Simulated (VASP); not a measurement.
# HgTe (wurtzite type) (P6_3mc) in VASP: electric field gradients with PBE

Aim: the electric field gradients of HgTe (wurtzite type) with PBE.

Program: VASP 6.6.1. These are calculated values, not measurements. Logs are shortened: lines on timing, memory, paths and dates and some standing lists are left out, and cuts for length are marked.

## 1. The cell of the first run

The structure is hexagonal, space group P6_3mc (No. 186). Conventional cell: a = 4.697 Å, b = 4.697 Å, c = 7.711 Å, α = 90.00°, β = 90.00°, γ = 120.00°. Hg (site symmetry 3m) has 4 Te at 2.88 to 2.89 Å within 3.8 Å. Within 3.8 Å of Te (site symmetry 3m) lie 4 Hg at 2.88 to 2.89 Å.

## 2. Electric field gradients, PBE

Contents of INCAR:

```
ALGO     = Normal         # electronic algorithm
EDIFF    = 1E-8           # SCF threshold, eV
ENCUT    = 520            # plane-wave cutoff, eV
GGA      = PE             # functional
ISIF     = 2              # what is computed and relaxed
ISMEAR   = -1             # smearing method
LASPH    = True           # aspherical terms in the spheres
LCHARG   = False          # write CHGCAR
LEFG     = True         
LREAL    = False          # projectors in reciprocal space
LWAVE    = False          # write WAVECAR
NBANDS   = 26             # bands
NELM     = 100            # most SCF steps
PREC     = Accurate       # precision mode
SIGMA    = 0.03           # smearing width, eV
```

Contents of KPOINTS:

```
k-points
0
Gamma
  10 10 6
```

Contents of POSCAR:

```
HgTe
1.0
    4.6971622730      0.0000000000      0.0000000000
   -2.3485811365      4.0678618541      0.0000000000
    0.0000000000      0.0000000000      7.7109957537
Hg Te
2 2
Direct
    0.3333333333      0.6666666667      0.0006088171
    0.6666666667      0.3333333333      0.5006088171
    0.3333333333      0.6666666667      0.3753911829
    0.6666666667      0.3333333333      0.8753911829
```

Potentials or basis: VASP PAW PBE potentials, release 64 (Hg, Te).

The run is started by

```sh
$ cat potpaw_PBE.64/Hg/POTCAR potpaw_PBE.64/Te/POTCAR > POTCAR
$ mpirun -np 1 vasp_std > vasp.out
```

OUTCAR:

```text
EDIFF = 1E-8
   ENCUT = 520
   GGA = PE
   ISIF = 2
   ISMEAR = -1
   LASPH = True
   LREAL = False
   NELM = 100
   PREC = Accurate

 ion  position               nearest neighbor table
   1  0.333  0.667  0.001-   4 2.88   4 2.88   4 2.88   3 2.89
   2  0.667  0.333  0.501-   3 2.88   3 2.88   3 2.88   4 2.89
   3  0.333  0.667  0.375-   2 2.88   2 2.88   2 2.88   1 2.89
   4  0.667  0.333  0.875-   1 2.88   1 2.88   1 2.88   2 2.89

  LATTYP: Found a hexagonal cell.
 ALAT       =     4.6971622730
 C/A-ratio  =     1.6416285633

  Lattice vectors:

 A1 = (   4.6971622730,   0.0000000000,   0.0000000000)
 A2 = (  -2.3485811365,   4.0678618541,   0.0000000000)
 A3 = (   0.0000000000,   0.0000000000,   7.7109957537)

Analysis of symmetry for initial positions (statically):
=====================================================================
 Subroutine PRICEL returns:
 Original cell was already a primitive cell.

 Routine SETGRP: Setting up the symmetry group for a
 hexagonal supercell.

 Subroutine GETGRP returns: Found 12 space group operations
 (whereof  6 operations were pure point group operations)
 out of a pool of 24 trial point group operations.

The static configuration has the point symmetry C_3v.
 The point group associated with its full space group is C_6v.

Analysis of symmetry for dynamics (positions and initial velocities):
=====================================================================
 Subroutine PRICEL returns:
 Original cell was already a primitive cell.

 Routine SETGRP: Setting up the symmetry group for a
 hexagonal supercell.

 Subroutine GETGRP returns: Found 12 space group operations
 (whereof  6 operations were pure point group operations)
 out of a pool of 24 trial point group operations.

The dynamic configuration has the point symmetry C_3v.
 The point group associated with its full space group is C_6v.

 Subroutine INISYM returns: Found 12 space group operations
 (whereof  6 operations are pure point group operations),
 and found     1 'primitive' translations

----------------------------------------------------------------------------------------

                                     Primitive cell

  volume of cell :     147.3371

  direct lattice vectors                    reciprocal lattice vectors
     4.697162273  0.000000000  0.000000000     0.212894497  0.122914695  0.000000000
    -2.348581136  4.067861854  0.000000000     0.000000000  0.245829390  0.000000000
     0.000000000  0.000000000  7.710995754     0.000000000  0.000000000  0.129684937

  length of vectors
     4.697162273  4.697162273  7.710995754     0.245829390  0.245829390  0.129684937

  position of ions in fractional coordinates (direct lattice)
     0.333333333  0.666666667  0.000608817
     0.666666667  0.333333333  0.500608817
     0.333333333  0.666666667  0.375391183
     0.666666667  0.333333333  0.875391183

  ion indices of the primitive-cell ions
   primitive index   ion index
                 1           1
                 2           2
                 3           3
                 4           4

----------------------------------------------------------------------------------------

 KPOINTS: k-points

Automatic generation of k-mesh.
 Grid dimensions read from file:
 generate k-points for:   10   10    6

 Generating k-lattice:

  Cartesian coordinates                     Fractional coordinates (reciprocal lattice)
     0.021289450  0.012291470  0.000000000     0.100000000  0.000000000  0.000000000
     0.000000000  0.024582939  0.000000000     0.000000000  0.100000000  0.000000000
     0.000000000  0.000000000  0.021614156     0.000000000  0.000000000  0.166666667

  Length of vectors
     0.024582939  0.024582939  0.021614156

  Shift w.r.t. Gamma in fractional coordinates (k-lattice)
     0.000000000  0.000000000  0.000000000

 Subroutine IBZKPT returns following result:
 ===========================================

 Found     56 irreducible k-points:

 Following reciprocal coordinates:
            Coordinates               Weight
  0.000000  0.000000  0.000000      1.000000
  0.100000 -0.000000  0.000000      6.000000
  0.200000 -0.000000  0.000000      6.000000
  0.300000 -0.000000  0.000000      6.000000
  0.400000 -0.000000  0.000000      6.000000
  0.500000 -0.000000  0.000000      3.000000
[... 16 lines left out ...]
  0.300000  0.100000  0.166667     24.000000
  0.400000  0.100000  0.166667     24.000000
 [... further k-points ...]
   k-points           NKPTS =     56   k-points in BZ     NKDIM =     56   number of bands    NBANDS=     26
   number of dos      NEDOS =    301   number of ions     NIONS =      4
   total plane-waves  NPLWV =  77760
   dimension x,y,z NGX =    36 NGY =   36 NGZ =   60
   dimension x,y,z NGXF=    72 NGYF=   72 NGZF=  120
   ions per type =               2   2
   NGX,Y,Z   is equivalent  to a cutoff of  12.74, 12.74, 12.94 a.u.
   NGXF,Y,Z  is equivalent  to a cutoff of  25.48, 25.48, 25.87 a.u.
 SYSTEM =  unknown system
   PREC   = accura    normal or accurate (medium, high low for compatibility)
   ISTART =      0    job   : 0-new  1-cont  2-samecut
   ICHARG =      2    charge: 1-file 2-atom 10-const
   ISPIN  =      1    spin polarized calculation?
   LNONCOLLINEAR =      F non collinear calculations
   LSORBIT =      F    spin-orbit coupling
   LASPH  =      T    aspherical Exc in radial PAW
   ENCUT  =  520.0 eV  38.22 Ry    6.18 a.u.   8.73  8.73 14.34*2*pi/ulx,y,z
   NELM   =    100;   NELMIN=  2; NELMDL= -5     # of ELM steps
   EDIFF  = 0.1E-07   stopping-criterion for ELM
   LREAL  =      F    real-space projection
   EDIFFG = 0.1E-06   stopping-criterion for IOM
   NSW    =      0    number of steps for IOM
   IBRION =     -1    ionic relax: 0-MD 1-quasi-New 2-CG
   NFREE  =      0    steps in history (QN), initial steepest desc. (CG)
   ISIF   =      2    stress and relaxation
   ISYM   =      2    0-nonsym 1-usesym 2-fastsym
   POTIM  = 0.5000    time-step for ionic-motion
   TEBEG  =    0.0;   TEEND  =   0.0 temperature during run
   PSTRESS=    0.0 pullay stress
   NELECT =      36.0000    total number of electrons
   NUPDOWN=      -1.0000    fix difference up-down
   EMIN   =  10.00;   EMAX   =-10.00  energy-range for DOS
   EFERMI =   0.00;   METHOD = LEGACY
   ISMEAR =    -1;   SIGMA  =   0.03  broadening in eV -4-tet -1-fermi 0-gaus
   EFERMI_NEDOS =   21; number of points for ismear=-14 and -15
   IALGO  =     38    algorithm
   IMIX   =      4    mixing-type and parameters
     AMIX     =   0.40;   BMIX     =  1.00
     AMIX_MAG =   1.60;   BMIX_MAG =  1.00
  volume/ion in A,a.u.               =      36.83       248.57
  Fermi-wavevector in a.u.,A,eV,Ry     =   1.023462  1.934062 14.251747  1.047474
  Thomas-Fermi vector in A             =   2.157196
   LORBIT       =      0    0 simple, 1 ext, 2 COOP (PROOUT), +10 PAW based schemes
   GGA     = PE    functional components
   LHFCALC =     F    Hartree Fock is set to
   AEXX    =    0.0000 exact exchange contribution
   IVDW    =     0    specifies the selected vdW correction
   LEPSILON=     F    determine dielectric tensor
   LRPA    =     F    only Hartree local field effects (RPA)
 non-spin polarized calculation
  energy-cutoff  :      520.00
  volume of cell :      147.34
 maximum number of plane-waves:      3988
 NGX is ok and might be reduce to    36
   NGX = 17   NGY = 17   NGZ = 29

 number of electron      35.9999996 magnetization

 Free energy of the ion-electron system (eV)
  ---------------------------------------------------
  ext. energy  EPLUGINS =         0.00000000
  ---------------------------------------------------
  free energy    TOTEN  =        -7.26956085 eV

  energy without entropy =       -7.26924785  energy(sigma->0) =       -7.26940435

 E-fermi :   2.2595     XC(G=0):  -8.3453

 val. band max:        2.2330314265   @ k =   0.0000   0.0000   0.0000
 cond. band min:       2.6221780770   @ k =   0.0000   0.0000   0.1667
 fundamental gap:      0.3891466505
 Fermi energy:         2.2595356517

 k-point     1 :       0.0000    0.0000    0.0000
  band No.  band energies     occupation
      1      -9.1819      2.00000
      2      -8.7132      2.00000
      3      -4.6561      2.00000
      4      -4.6522      2.00000
      5      -4.6522      2.00000
      6      -4.5757      2.00000
[... 18 lines left out ...]
     25       7.7115      0.00000
     26       8.6960      0.00000

 k-point     2 :       0.1000   -0.0000    0.0000
  band No.  band energies     occupation
      1      -9.1447      2.00000
      2      -8.6931      2.00000
      3      -4.6477      2.00000
      4      -4.6408      2.00000
      5      -4.6375      2.00000
      6      -4.5632      2.00000
[... 18 lines left out ...]
     25       7.9492      0.00000
     26       9.0102      0.00000

 k-point     3 :       0.2000   -0.0000    0.0000
  band No.  band energies     occupation
      1      -9.0426      2.00000
      2      -8.6422      2.00000
      3      -4.6208      2.00000
      4      -4.6127      2.00000
      5      -4.5950      2.00000
      6      -4.5213      2.00000
[... 18 lines left out ...]
     25       8.5776      0.00000
     26       8.6142      0.00000

 k-point     4 :       0.3000   -0.0000    0.0000
  band No.  band energies     occupation
      1      -8.9036      2.00000
      2      -8.5856      2.00000
      3      -4.5925      2.00000
      4      -4.5824      2.00000
      5      -4.5188      2.00000
      6      -4.4663      2.00000
[... 18 lines left out ...]
     25       8.6944      0.00000
     26       8.9591      0.00000
[... 496 lines left out ...]
      1      -8.9306      2.00000
      2      -8.6274      2.00000
      3      -4.5924      2.00000
      4      -4.5893      2.00000
      5      -4.5415      2.00000
      6      -4.4997      2.00000
[... 18 lines left out ...]
     25       8.7534      0.00000
     26       8.8744      0.00000

 k-point    23 :       0.3000    0.1000    0.1667
  band No.  band energies     occupation
      1      -8.7986      2.00000
      2      -8.5769      2.00000
      3      -4.5724      2.00000
      4      -4.5627      2.00000
      5      -4.4728      2.00000
      6      -4.4505      2.00000
[... 18 lines left out ...]
     25       8.8272      0.00000
     26       9.2161      0.00000

 k-point    24 :       0.4000    0.1000    0.1667
  band No.  band energies     occupation
      1      -8.7019      2.00000
      2      -8.5578      2.00000
      3      -4.5644      2.00000
      4      -4.5465      2.00000
      5      -4.4352      2.00000
      6      -4.4211      2.00000
[... 18 lines left out ...]
     25       9.3364      0.00000
     26       9.8799      0.00000

 [... further k-points ...]
[... 5 lines left out ...]
  --------------------------------------------------------------------------------------
  -------------------------------------------------------------------------------------
  Total        0.0425531      0.0425531      0.0403532      0.0000000      0.0000000      0.0000000
  in kB        0.4627324      0.4627324      0.4388102      0.0000000      0.0000000      0.0000000
  external PRESSURE =       0.4547583 kB  Pullay stress =       0.0000000 kB

 VOLUME and BASIS-vectors are now :
 -----------------------------------------------------------------------------
  energy-cutoff  :      520.00
  volume of cell :      147.34
      direct lattice vectors                 reciprocal lattice vectors
     4.697162273  0.000000000  0.000000000     0.212894497  0.122914695  0.000000000
    -2.348581136  4.067861854  0.000000000     0.000000000  0.245829390  0.000000000
     0.000000000  0.000000000  7.710995754     0.000000000  0.000000000  0.129684937

 POSITION                                       TOTAL-FORCE (eV/Angst)
 -----------------------------------------------------------------------------------
     -0.00000      2.71191      0.00469         0.000000     -0.000000      0.001031
      2.34858      1.35595      3.86019        -0.000000      0.000000      0.001031
     -0.00000      2.71191      2.89464        -0.000000     -0.000000     -0.001031
      2.34858      1.35595      6.75014        -0.000000     -0.000000     -0.001031
 -----------------------------------------------------------------------------------
    total drift:                               -0.000000      0.000000      0.000136

  FREE ENERGIE OF THE ION-ELECTRON SYSTEM (eV)
  ---------------------------------------------------
  free  energy   TOTEN  =        -7.2695608470 eV

  energy  without entropy=       -7.2692478472  energy(sigma->0) =       -7.26940435

 Electric field gradients (V/A^2)
---------------------------------------------------------------------
 ion       V_xx      V_yy      V_zz      V_xy      V_xz      V_yz
---------------------------------------------------------------------
   1      -2.776    -2.777     5.553    -0.001    -0.000     0.000
   2      -2.776    -2.777     5.553    -0.001     0.000    -0.000
   3      -2.237    -2.237     4.474     0.000    -0.000     0.000
   4      -2.237    -2.237     4.474     0.000     0.000    -0.000
---------------------------------------------------------------------

 Electric field gradients after diagonalization (V/A^2)
 (convention: |V_zz| > |V_xx| > |V_yy|)
----------------------------------------------------------------------
 ion       V_xx      V_yy      V_zz     asymmetry (V_yy - V_xx)/ V_zz
----------------------------------------------------------------------
   1      -2.777    -2.776     5.553       0.000
   2      -2.777    -2.776     5.553       0.000
   3      -2.237    -2.237     4.474       0.000
   4      -2.237    -2.237     4.474       0.000
----------------------------------------------------------------------

           NMR quadrupolar parameters

 Cq : quadrupolar parameter    Cq=e*Q*V_zz/h
 eta: asymmetry parameters     (V_yy - V_xx)/ V_zz
 Q  : nuclear electric quadrupole moment in mb (millibarn)
----------------------------------------------------------------------
 ion       Cq(MHz)       eta       Q (mb)
----------------------------------------------------------------------
   1       0.013       0.000       1.000
   2       0.013       0.000       1.000
   3       0.011       0.000       1.000
   4       0.011       0.000       1.000
----------------------------------------------------------------------
```

Run time: 2.6 min. Hardware: 1 thread of Intel Xeon 6975P-C (Granite Rapids), shared host; peak memory 0.37 GiB.

Results:

```
Free energy            : -7.2696 eV
Pressure               : 0.0 GPa
Band gap on the k mesh : zero (filled and empty bands touch)
```

Electric field gradients, principal values (V/Å²):
```tsv
atom	least	middle	greatest (by size)
1 Hg	-2.776	-2.777	5.553
2 Hg	-2.776	-2.777	5.553
3 Te	-2.237	-2.237	4.474
4 Te	-2.237	-2.237	4.474
```

Caveat: without QUAD_EFG the Cq values of the log hold for a quadrupole moment of 1 mb, not for the nuclei; spin-orbit coupling is left out, which moves the levels of the heavy elements.
